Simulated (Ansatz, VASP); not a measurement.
**La: VASP beside Ansatz**

File INCAR:

```
  ALGO = Normal
  EDIFF = 1E-6
  ENCUT = 500
  GGA = LIBXC
  GGA_COMPAT = F
  ISIF = 2
  ISMEAR = 1
  ISPIN = 2
  LASPH = T
  LCHARG = F
  LIBXC1 = GGA_X_PBE
  LIBXC2 = LDA_C_PW
  LMAXMIX = 6
  LORBIT = 11
  LREAL = F
  LWAVE = F
  MAGMOM = 1
  NBANDS = 16
  NELM = 200
  NUPDOWN = 1.0
  PREC = Accurate
  SIGMA = 0.025
```

File KPOINTS:

```
k-points
0
Gamma
  9 9 9
```

The input POSCAR:

```
La
1.0
    0.0000000000      2.6277444315      2.6277444315
    2.6277444315      0.0000000000      2.6277444315
    2.6277444315      2.6277444315      0.0000000000
La
1
Direct
    0.0000000000      0.0000000000      0.0000000000
```

input.yaml

```yaml
crystal:
  lattice:
    - [0.0, 2.6277444315, 2.6277444315]
    - [2.6277444315, 0.0, 2.6277444315]
    - [2.6277444315, 2.6277444315, 0.0]
  atoms:
    - { symbol: La, position: [0.0, 0.0, 0.0], spin: 1.0 }
kpoints:
  mp_grid: { grid: [9, 9, 9] }
scf:
  occupations: { method: cold, width: 0.025 }
hamiltonian:
  xc: { exchange: pbe, correlation: lda }
  pseudopotentials: { kind: all_electron, lapw: { basis_error: 0.001 } }
magnetization:
  spin_polarized: true
  initial_magnetization: 1.0
  spin_locking: { lock_magnetization: hard }
output:
  forces: true
  stress: true
  eigenvalues: true
```

Change from the starting cell: volume scaled by 0.98.

Alike in both runs: task single point; functional pbe exchange, lda correlation; k mesh 9 × 9 × 9; collinear spin; fixed moment 1 μB.

```csv
,VASP,Ansatz
version,VASP 6.6.1,Ansatz 0.2.0
potentials or method,"VASP PAW PBE potentials, release 64 (La), cutoff 500 eV","all-electron LAPW, scalar-relativistic"
occupations,"methfessel-paxton of order 1, width 0.025 eV","cold, width 0.025 eV"
```

```csv
,VASP,Ansatz,Ansatz less VASP
pressure (GPa),5.1,5.2,+0.10
size of the moment on the site where the two differ most (μB),0.46,0.78,+0.325
```

VASP's potentials were made for PBE, not for pbe exchange, lda correlation. Site moments also hang on the region over which each program counts them. Ansatz ran all-electron here, and VASP with PAW potentials.

Neither program's run includes spin-orbit coupling.
